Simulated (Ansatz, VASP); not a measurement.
## HPt6 in VASP and in Ansatz

File INCAR:

```
PREC     = Accurate       # precision mode
ENCUT    = 520            # plane-wave cutoff, eV
EDIFF    = 1E-6           # SCF threshold, eV
ISMEAR   = 0              # smearing method
SIGMA    = 0.1            # smearing width, eV
LREAL    = F              # projectors in reciprocal space
LASPH    = T              # aspherical terms in the spheres
NELM     = 60             # most SCF steps
ALGO     = Normal         # electronic algorithm
ISIF     = 2              # what is computed and relaxed
LWAVE    = F              # write WAVECAR
LCHARG   = F              # write CHGCAR
LDIPOL   = T            
IDIPOL   = 3            
DIPOL    = 0.5 0.5 0.304
GGA      = PE             # functional
NBANDS   = 74             # bands
```

Contents of KPOINTS:

```
Automatic mesh
0
Gamma
  6 6 1
```

File POSCAR:

```
HPt6
1.0
    5.6145835605      0.0000000000      0.0000000000
   -2.8072917802      4.8623719950      0.0000000000
    0.0000000000      0.0000000000     22.6197373747
Pt H
12 2
Direct
    0.3333333333      0.1666666667      0.1768367127
    0.3333333333      0.6666666667      0.1768367127
    0.8333333333      0.1666666667      0.1768367127
    0.8333333333      0.6666666667      0.1768367127
    0.1666666667      0.3333333333      0.2789580515
    0.1666666667      0.8333333333      0.2789580515
    0.6666666667      0.3333333333      0.2789580515
    0.6666666667      0.8333333333      0.2789580515
    0.0000000000      0.0000000000      0.3810715055
    0.0000000000      0.5000000000      0.3810715055
    0.5000000000      0.0000000000      0.3810715055
    0.5000000000      0.5000000000      0.3810715055
    0.2114385736      0.4228771471      0.4575533837
    0.2885614264      0.5771228529      0.4575533837
```

Input for Ansatz:

```yaml
crystal:
  lattice:
    - [5.6145835605, 0.0, 0.0]
    - [-2.8072917802, 4.862371995, 0.0]
    - [0.0, 0.0, 22.6197373747]
  atoms:
    - { symbol: Pt, position: [0.3333333333, 0.1666666667, 0.1768367127] }
    - { symbol: Pt, position: [0.3333333333, 0.6666666667, 0.1768367127] }
    - { symbol: Pt, position: [0.8333333333, 0.1666666667, 0.1768367127] }
    - { symbol: Pt, position: [0.8333333333, 0.6666666667, 0.1768367127] }
    - { symbol: Pt, position: [0.1666666667, 0.3333333333, 0.2789580515] }
    - { symbol: Pt, position: [0.1666666667, 0.8333333333, 0.2789580515] }
    - { symbol: Pt, position: [0.6666666667, 0.3333333333, 0.2789580515] }
    - { symbol: Pt, position: [0.6666666667, 0.8333333333, 0.2789580515] }
    - { symbol: Pt, position: [0.0, 0.0, 0.3810715055] }
    - { symbol: Pt, position: [0.0, 0.5, 0.3810715055] }
    - { symbol: Pt, position: [0.5, 0.0, 0.3810715055] }
    - { symbol: Pt, position: [0.5, 0.5, 0.3810715055] }
    - { symbol: H, position: [0.2114385736, 0.4228771471, 0.4575533837] }
    - { symbol: H, position: [0.2885614264, 0.5771228529, 0.4575533837] }
basis:
  ecutwfc: 420
kpoints:
  mp_grid: { grid: [6, 6, 1] }
hamiltonian:
  xc: pbe
scf:
  occupations: { method: gaussian, width: 0.1 }
output:
  forces: true
  eigenvalues: true
efield:
  axis: 3
  dipole_correction: true
  ramp_width: 0.04
```

Alike in both runs: task single point; functional PBE; k mesh 6 × 6 × 1; occupations gaussian, width 0.1 eV; no spin polarisation.

```csv
,VASP,Ansatz
version,VASP 6.6.1,Ansatz 0.2.0
potentials or method,"VASP PAW PBE potentials, release 64 (Pt, H), cutoff 520 eV","scalar-relativistic, plane waves, PAW"
valence electrons in the cell,122,218
```

VASP gave:

```
gap on the k mesh at the Fermi level (eV) : none
rms of the force components (eV/Å)        : 0.380
```

Task: Which values does Ansatz return?

Result: gap on the k mesh at the Fermi level (eV): none; rms of the force components (eV/Å): 0.382.

Atom by atom the forces differ by 0.009 eV/Å (rms over components). A gap of «none» marks a metal or a gap that the smearing closes. The functional is the same, so the differences come from potentials, cutoffs and numerics. VASP's potentials hold 122 valence electrons a cell and Ansatz's 218, so a difference there can come from the potentials and not from the codes.

Spin-orbit coupling is off throughout.
